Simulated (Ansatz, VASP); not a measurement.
This is a calculation of Br for Ansatz 0.2.0.

Contents of input.yaml:

```yaml
crystal:
  lattice:
    - [-1.423491705, 1.423491705, 3.57751737]
    - [1.423491705, -1.423491705, 3.57751737]
    - [1.423491705, 1.423491705, -3.57751737]
  atoms:
    - { symbol: Br, position: [0.0, 0.0, 0.0] }
hamiltonian:
  xc: blyp
  pseudopotentials: { kind: paw }
kpoints:
  mp_grid: { grid: [13, 13, 13] }
scf:
  occupations: { method: fermi_dirac, width: 0.05 }
output:
  forces: true
  stress: true
  eigenvalues: true
relax:
  f_tol: 0.01
  max_steps: 40
  cell: { stress_tol: 0.05 }
```

Potentials or basis: Ansatz PAW.

Command:

```console
$ ansatz run input.yaml --threads 2 --pin off --max-ram 5632MiB --backend cpu --events-out ev --progress --plain --runs-dir out
```

Task: Set up the same calculation for VASP 6.6.1. Potentials there: VASP PAW PBE potentials, release 64 (Br).

Result: As run (the cutoff follows the program's own potentials):

Contents of INCAR:

```
SYSTEM = Br
PREC = Accurate
ENCUT = 600
EDIFF = 1E-6
ISMEAR = -1
SIGMA = 0.05
LREAL = .False.
LASPH = .True.
NELM = 60
ALGO = Normal
ISIF = 3
LWAVE = .False.
LCHARG = .False.
GGA = B5
ALDAX = 1.0
AGGAX = 1.0
AGGAC = 1.0
ALDAC = 0.0
IBRION = 2
NSW = 60
EDIFFG = -0.01
```

The input KPOINTS:

```
regular mesh
0
Gamma
  13 13 13
  0 0 0
```

File POSCAR:

```
Br
1.0
   -1.4234917050      1.4234917050      3.5775173700
    1.4234917050     -1.4234917050      3.5775173700
    1.4234917050      1.4234917050     -3.5775173700
Br
1
Direct
    0.0000000000      0.0000000000      0.0000000000
```

Potentials or basis: VASP PAW PBE potentials, release 64 (Br).

Launch:

```bash
$ cat potpaw_PBE.64/Br/POTCAR > POTCAR
$ mpirun -np 1 vasp_std > vasp.out
```

Both were run:

|  | VASP | Ansatz | Ansatz less VASP |
| --- | --- | --- | --- |
| gap on the k mesh at the Fermi level, each at its own relaxed structure (eV) | none | none | - |
| relaxed volume (Å³/atom) | 48.79 | 53.70 | +4.913 |
| relaxed length of the cell vector where the two differ most in proportion (Å) | 5.991 | 6.532 | +0.5404 |

VASP's potentials were made for PBE, not for BLYP. A gap of «none» marks a metal or a gap that the smearing closes. One of these differences is far larger than is usual between the two programs; its cause wasn't traced.

Noted on VASP's run: the volume moved by over 15 % at a fixed basis, so the end points are rough. Noted on Ansatz's run: the volume moved by over 15 % at a fixed basis, so the end points are rough; the plane-wave basis is chosen anew once the cell has moved, so the energies of steps on either side of that aren't comparable.
